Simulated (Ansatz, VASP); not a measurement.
**ZnS7: VASP beside Ansatz**

```
Zn S
1.0
     4.57475    2.64123    2.93312
    -4.57475    2.64123    2.93312
     0.00000   -5.28247    2.93312
Zn S
1 7
Direct
  0.72622 0.72622 0.72622
  0.82257 0.82257 0.17671
  0.16272 0.78747 0.16272
  0.17671 0.82257 0.82257
  0.16272 0.16272 0.78747
  0.82257 0.17671 0.82257
  0.78747 0.16272 0.16272
  0.48404 0.48404 0.48404
```

Alike in both runs: functional PBE; k mesh 6 × 6 × 6; occupations gaussian, width 0.02 eV; no spin polarisation.

Ansatz relaxed the structure, and its values are those at the end. VASP's run is a single point on that final structure, the one shown.

|  | VASP | Ansatz |
| --- | --- | --- |
| version | VASP 6.6.1 | Ansatz 0.2.0 |
| potentials or method | VASP PAW PBE potentials, release 64 (Zn, S), cutoff 520 eV | scalar-relativistic, plane waves, PAW |
| valence electrons in the cell | 54 | 54 |

|  | VASP | Ansatz | Ansatz less VASP |
| --- | --- | --- | --- |
| gap on the k mesh at the Fermi level (eV) | 0.71 | 0.69 | -0.018 |
| least direct gap on the mesh (eV) | 0.82 | 0.80 | -0.020 |
| pressure (GPa) | -0.3 | 0.0 | +0.30 |
| rms of the force components (eV/Å) | 0.057 | 0.002 | -0.0555 |

With one functional, cell and mesh, what is left measures potentials, basis and numerics.
